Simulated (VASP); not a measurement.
Set up this calculation in VASP 6.6.1, as the native input.

| Quantity | Value |
| --- | --- |
| Task | single point |
| Functional | PBE |
| Potentials or basis | VASP PAW PBE potentials, release 64 (Ga_d, F) |
| Cutoff | 520 eV |
| k mesh | 8 × 8 × 8 |
| Occupations | fermi-dirac, width 0.05 eV |
| Spin | no spin polarisation |
| Dipole correction | no |
| Further INCAR settings | ALGO = Normal; EDIFF = 1e-06; NBANDS = 17 |

The structure of GaF lies in POSCAR:

```
GaF
1.0
    3.1231320521      0.0000000000      0.0000000000
    0.0000000000      3.1231320521      0.0000000000
    0.0000000000      0.0000000000      3.1231320521
Ga F
1 1
Direct
    0.0000000000      0.0000000000      0.0000000000
    0.5000000000      0.5000000000      0.5000000000
```

This cell differs from its parent crystal: volume scaled by 0.96.

These files were run (other wordings do the same):

INCAR

```
ALGO = Normal
EDIFF = 1E-6
ENCUT = 520
GGA = PE
ISIF = 2
ISMEAR = -1
LASPH = True
LCHARG = True
LELF = True
LREAL = False
LVHAR = True
LWAVE = False
NBANDS = 17
NELM = 100
PREC = Accurate
SIGMA = 0.05
```

KPOINTS

```
k-points
0
Gamma
  8 8 8
```

Potentials or basis: VASP PAW PBE potentials, release 64 (Ga_d, F).

Launch:

```console
$ cat potpaw_PBE.64/Ga_d/POTCAR potpaw_PBE.64/F/POTCAR > POTCAR
$ mpirun -np 1 vasp_std > vasp.out
```

Results of the run:

```yaml
Pressure: 1.8 GPa
```

Run time: 9.3 s on 1 thread of Intel(R) Xeon(R) Platinum 8488C (Sapphire Rapids), on a shared host, peak memory 0.14 GiB.
